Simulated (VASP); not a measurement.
GaN, 2 atoms in the cell. The structure is cubic, space group Fm-3m (No. 225). Conventional cell: a = 4.270 Å, b = 4.270 Å, c = 4.270 Å, α = 90.00°, β = 90.00°, γ = 90.00°. Within 2.8 Å of Ga (site symmetry m-3m) lie 6 N at 2.14 Å. N (site symmetry m-3m) has 6 Ga at 2.14 Å within 2.8 Å. 

| Item | Value |
| --- | --- |
| Program | VASP 6.6.1 |
| Task | single point |
| Functional | PBEsol |
| Potentials or basis | VASP PAW PBE potentials, release 64 (Ga_d, N) |
| Cutoff | 520 eV |
| k mesh | 5 × 5 × 5 |
| Occupations | fermi-dirac, width 0.05 eV |
| Spin | no spin polarisation |
| Dipole correction | no |
| Further INCAR settings | ALGO = Normal; EDIFF = 1e-06; NBANDS = 16 |

Potentials or basis: VASP PAW PBE potentials, release 64 (Ga_d, N).

Launch:

```sh
$ cat potpaw_PBE.64/Ga_d/POTCAR potpaw_PBE.64/N/POTCAR > POTCAR
$ mpirun -np 1 vasp_std > vasp.out
```

Hardware: 1 thread of Intel(R) Xeon(R) Platinum 8375C CPU @ 2.90GHz (Ice Lake) (shared host).

Question: Estimate the wall time of this run.

Answer: Run time: 4.4 s on 1 thread of Intel(R) Xeon(R) Platinum 8375C CPU @ 2.90GHz (Ice Lake), on a shared host, peak memory 0.13 GiB. Counts: scf iterations 12, k points 10.
